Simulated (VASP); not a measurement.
# Sc (I4/mmm) in VASP: further runs, part 2 of 2

VASP 6.6.1. The steps go on from the part before.

### Step 6. Single point, PBEsol

This run uses another cell than the first one, of the same volume but with other edges.

INCAR reads:

```
SYSTEM = Sc
PREC = Accurate
ENCUT = 520
EDIFF = 1E-6
ISMEAR = 0
SIGMA = 0.15
LREAL = .FALSE.
LASPH = .TRUE.
NELM = 80
ALGO = Fast
ISIF = 2
LWAVE = .FALSE.
LCHARG = .FALSE.
GGA = PS
NBANDS = 12
```

KPOINTS reads:

```
Automatic mesh
0
G
  20 20 20
  0 0 0
```

POSCAR reads:

```
Sc
1.0
    0.0000000000      2.1994998896      2.4194498786
    2.1994998896      0.0000000000      2.4194498786
    2.1994998896      2.1994998896      0.0000000000
Sc
1
Direct
    0.0000000000      0.0000000000      0.0000000000
```

Potentials or basis: VASP PAW PBE potentials, release 64 (Sc_sv).

The run is started by

```console
$ cat potpaw_PBE.64/Sc_sv/POTCAR > POTCAR
$ mpirun -np 1 vasp_std > vasp.out
```

OUTCAR:

```text
SYSTEM = Sc
   PREC = Accurate
   ENCUT = 520
   EDIFF = 1E-6
   ISMEAR = 0
   LREAL = .FALSE.
   LASPH = .TRUE.
   NELM = 80
   ISIF = 2
   GGA = PS

 ion  position               nearest neighbor table
   1  0.000  0.000  0.000-

  LATTYP: Found a body centered tetragonal cell.
 ALAT       =     3.1105625743
 C/A-ratio  =     1.5556349186

  Lattice vectors:

 A1 = (  -2.1994998896,   0.0000000000,   2.4194498786)
 A2 = (   2.1994998896,   0.0000000000,   2.4194498786)
 A3 = (   0.0000000000,   2.1994998896,  -2.4194498786)
[... 540 lines left out ...]

 [... further k-points ...]

------------------------ aborting loop because EDIFF is reached ----------------------------------------

  FORCE on cell =-STRESS in cart. coord.  units (eV):
  Direction    XX          YY          ZZ          XY          YZ          ZX
  --------------------------------------------------------------------------------------
  -------------------------------------------------------------------------------------
  Total        0.2163797      0.2163797     -0.2630173      0.0000000      0.0000000      0.0000000
  in kB       14.8092368     14.8092368    -18.0011565      0.0000000      0.0000000      0.0000000
  external PRESSURE =       3.8724391 kB  Pullay stress =       0.0000000 kB

 VOLUME and BASIS-vectors are now :
 -----------------------------------------------------------------------------
  energy-cutoff  :      520.00
  volume of cell :       23.41
      direct lattice vectors                 reciprocal lattice vectors
     0.000000000  2.199499890  2.419449879    -0.227324403  0.227324403  0.206658548
     2.199499890  0.000000000  2.419449879     0.227324403 -0.227324403  0.206658548
     2.199499890  2.199499890  0.000000000     0.227324403  0.227324403 -0.206658548

 POSITION                                       TOTAL-FORCE (eV/Angst)
 -----------------------------------------------------------------------------------
      0.00000      0.00000      0.00000         0.000000      0.000000      0.000000
 -----------------------------------------------------------------------------------
    total drift:                               -0.000000     -0.000000     -0.000000

  FREE ENERGIE OF THE ION-ELECTRON SYSTEM (eV)
  ---------------------------------------------------
  free  energy   TOTEN  =        -6.5546419478 eV

  energy  without entropy=       -6.5334779735  energy(sigma->0) =       -6.54405996
```

It took 3.6 min on 1 thread of AMD EPYC 7R43 (Zen 3), shared host; peak memory 0.24 GiB.

What came out:

```yaml
Free_energy: -6.5546 eV
Pressure: 0.4 GPa
```

Levels at points of the mesh, in eV from the Fermi level:
```tsv
k point	band 3	band 4	band 5	band 6	band 7	band 8
(0.00, 0.00, 0.00)	-27.57	-27.56	-5.29	1.21	1.90	1.90
(0.50, 0.00, 0.00)	-27.65	-27.60	-1.83	0.36	1.18	1.88
(0.50, 0.50, 0.00)	-27.69	-27.69	-1.73	-0.59	1.23	4.12
(0.50, 0.00, 0.50)	-27.82	-27.70	-1.60	-0.72	2.60	4.00
```

Caveat: the PAW data sets were made with another functional, which shifts forces and pressure a little.

### Step 7. Single point, PBEsol

This run uses another cell than the first one, of the same volume but with other edges.

INCAR reads:

```
ALGO = Fast ; EDIFF = 1E-6
ENCUT = 520 ; GGA = PS
ISIF = 2 ; ISMEAR = 0
LASPH = T ; LCHARG = F
LREAL = F ; LWAVE = F
NBANDS = 12 ; NELM = 100
PREC = Accurate ; SIGMA = 0.15
```

KPOINTS reads:

```
k-points
0
Gamma
  20 20 20
```

POSCAR reads:

```
Sc
1.0
    0.0000000000      2.6211007861      1.7037155110
    2.6211007861      0.0000000000      1.7037155110
    2.6211007861      2.6211007861      0.0000000000
Sc
1
Direct
    0.0000000000      0.0000000000      0.0000000000
```

Potentials or basis: VASP PAW PBE potentials, release 64 (Sc_sv).

The run is started by

```console
$ cat potpaw_PBE.64/Sc_sv/POTCAR > POTCAR
$ mpirun -np 1 vasp_std > vasp.out
```

OUTCAR:

```text
EDIFF = 1E-6
   ENCUT = 520
   GGA = PS
   ISIF = 2
   ISMEAR = 0
   LASPH = T
   LREAL = F
   NELM = 100
   PREC = Accurate

 ion  position               nearest neighbor table
   1  0.000  0.000  0.000-

  LATTYP: Found a body centered tetragonal cell.
 ALAT       =     3.7067962800
 C/A-ratio  =     0.9192388156

  Lattice vectors:

 A1 = (   0.0000000000,  -2.6211007861,  -1.7037155110)
 A2 = (   0.0000000000,   2.6211007861,  -1.7037155110)
 A3 = (   2.6211007861,   0.0000000000,   1.7037155110)

[... 538 lines left out ...]
     12      15.6434      0.00000

 [... further k-points ...]

------------------------ aborting loop because EDIFF is reached ----------------------------------------

  FORCE on cell =-STRESS in cart. coord.  units (eV):
  Direction    XX          YY          ZZ          XY          YZ          ZX
  --------------------------------------------------------------------------------------
  -------------------------------------------------------------------------------------
  Total        0.1321504      0.1321504      0.1971836      0.0000000     -0.0000000      0.0000000
  in kB        9.0444977      9.0444977     13.4954341      0.0000000     -0.0000000      0.0000000
  external PRESSURE =      10.5281432 kB  Pullay stress =       0.0000000 kB

 VOLUME and BASIS-vectors are now :
 -----------------------------------------------------------------------------
  energy-cutoff  :      520.00
  volume of cell :       23.41
      direct lattice vectors                 reciprocal lattice vectors
     0.000000000  2.621100786  1.703715511    -0.190759548  0.190759548  0.293476227
     2.621100786  0.000000000  1.703715511     0.190759548 -0.190759548  0.293476227
     2.621100786  2.621100786  0.000000000     0.190759548  0.190759548 -0.293476227

 POSITION                                       TOTAL-FORCE (eV/Angst)
 -----------------------------------------------------------------------------------
      0.00000      0.00000      0.00000         0.000000      0.000000      0.000000
 -----------------------------------------------------------------------------------
    total drift:                               -0.000000     -0.000000     -0.000000

  FREE ENERGIE OF THE ION-ELECTRON SYSTEM (eV)
  ---------------------------------------------------
  free  energy   TOTEN  =        -6.5053808011 eV

  energy  without entropy=       -6.4769664601  energy(sigma->0) =       -6.49117363
```

OSZICAR:

```text
N       E                     dE             d eps       ncg     rms          rms(c)
DAV:   1     0.730232179913E+02    0.73023E+02   -0.51054E+03 15432   0.905E+02
DAV:   2    -0.587561654482E+01   -0.78899E+02   -0.77308E+02 15400   0.284E+02
DAV:   3    -0.726777101863E+01   -0.13922E+01   -0.13675E+01 20184   0.503E+01
DAV:   4    -0.729050895152E+01   -0.22738E-01   -0.22708E-01 19332   0.512E+00
DAV:   5    -0.729085074705E+01   -0.34180E-03   -0.34179E-03 20296   0.589E-01    0.581E+00
RMM:   6    -0.658117755637E+01    0.70967E+00   -0.70777E-01 15997   0.110E+01    0.177E+00
RMM:   7    -0.651277517338E+01    0.68402E-01   -0.71662E-01 19957   0.720E+00    0.849E-01
RMM:   8    -0.650769902472E+01    0.50761E-02   -0.56696E-02 16612   0.347E+00    0.554E-01
RMM:   9    -0.650600679210E+01    0.16922E-02   -0.21557E-02 18924   0.132E+00    0.179E-01
RMM:  10    -0.650524579498E+01    0.76100E-03   -0.37566E-03 19100   0.732E-01    0.653E-02
RMM:  11    -0.650539455567E+01   -0.14876E-03   -0.13895E-03 20305   0.226E-01    0.325E-02
RMM:  12    -0.650537560889E+01    0.18947E-04   -0.12772E-04 18154   0.149E-01    0.541E-03
RMM:  13    -0.650538026607E+01   -0.46572E-05   -0.44960E-05 17380   0.551E-02    0.505E-03
RMM:  14    -0.650538080107E+01   -0.53500E-06   -0.37327E-06 16278   0.243E-02
   1 F= -.65053808E+01 E0= -.64911736E+01  d E =-.284143E-01
```

stdout:

```text
POSCAR found type information on POSCAR Sc
 POSCAR found :  1 types and       1 ions
 scaLAPACK will be used
 -----------------------------------------------------------------------------
|                                                                             |
|                                                                             |
|     You enforced a specific xc type in the INCAR file but a different       |
|     I HOPE YOU KNOW WHAT YOU ARE DOING!                                     |
|                                                                             |
 -----------------------------------------------------------------------------

 LDA part: xc-table for (Slater+PW92), standard interpolation
 POSCAR, INCAR and KPOINTS ok, starting setup
 FFT: planning ... GRIDC
 FFT: planning ... GRID_SOFT
 FFT: planning ... GRID
 WAVECAR not read
 entering main loop
```

It took 4.1 min on 1 thread of AMD EPYC 7R43 (Zen 3), shared host; peak memory 0.25 GiB.

What came out:

```
Free energy : -6.5054 eV
Pressure    : 1.1 GPa
```

Levels at points of the mesh, in eV from the Fermi level:
| k point | band 3 | band 4 | band 5 | band 6 | band 7 | band 8 |
| --- | --- | --- | --- | --- | --- | --- |
| (0.00, 0.00, 0.00) | -27.69 | -27.67 | -5.34 | 1.17 | 1.74 | 1.74 |
| (0.50, 0.00, 0.00) | -27.85 | -27.70 | -1.84 | 0.06 | 0.75 | 3.03 |
| (0.50, 0.50, 0.00) | -28.04 | -27.95 | -1.42 | -1.23 | 4.10 | 4.10 |
| (0.50, 0.00, 0.50) | -27.80 | -27.68 | -1.92 | 0.28 | 0.73 | 2.59 |

Caveat: the PAW data sets were made with another functional, which shifts forces and pressure a little.

### Step 8. The runs side by side

| cell | further INCAR settings | gap on the mesh (eV) | pressure (GPa) |
| --- | --- | --- | --- |
| a = 3.146, b = 3.146, c = 3.390 Å, angles 57.4, 57.4, 65.2°, 1 atom | ALGO = Fast; EDIFF = 1e-06; NBANDS = 12 | none | 0.5 |
| a = 3.338, b = 3.338, c = 3.022 Å, angles 63.1, 63.1, 53.8°, 1 atom | ALGO = Fast; EDIFF = 1e-06; NBANDS = 12 | none | 0.3 |
| a = 3.128, b = 3.128, c = 3.488 Å, angles 56.1, 56.1, 67.8°, 1 atom | ALGO = Fast; EDIFF = 1e-07; NBANDS = 12 | none | 0.9 |
| a = 3.412, b = 3.412, c = 2.942 Å, angles 64.5, 64.5, 51.1°, 1 atom | ALGO = Fast; EDIFF = 1e-06; NBANDS = 12 | none | 0.2 |
| a = 3.270, b = 3.270, c = 3.111 Å, angles 61.6, 61.6, 56.8°, 1 atom | ALGO = Fast; EDIFF = 1e-06; NBANDS = 12 | none | 0.4 |
| a = 3.126, b = 3.126, c = 3.707 Å, angles 53.6, 53.6, 72.7°, 1 atom | ALGO = Fast; EDIFF = 1e-06; NBANDS = 12 | none | 1.1 |

Alike in all rows: task single point; level PBEsol; potentials or basis VASP PAW PBE potentials, release 64 (Sc_sv); no spin polarisation; k mesh 20 × 20 × 20; cutoff (eV) 520; smearing gaussian 0.15 eV.

Caveats: the PAW data sets were made with another functional, which shifts forces and pressure a little.

Absolute energies hang on the potentials; compare differences alone.
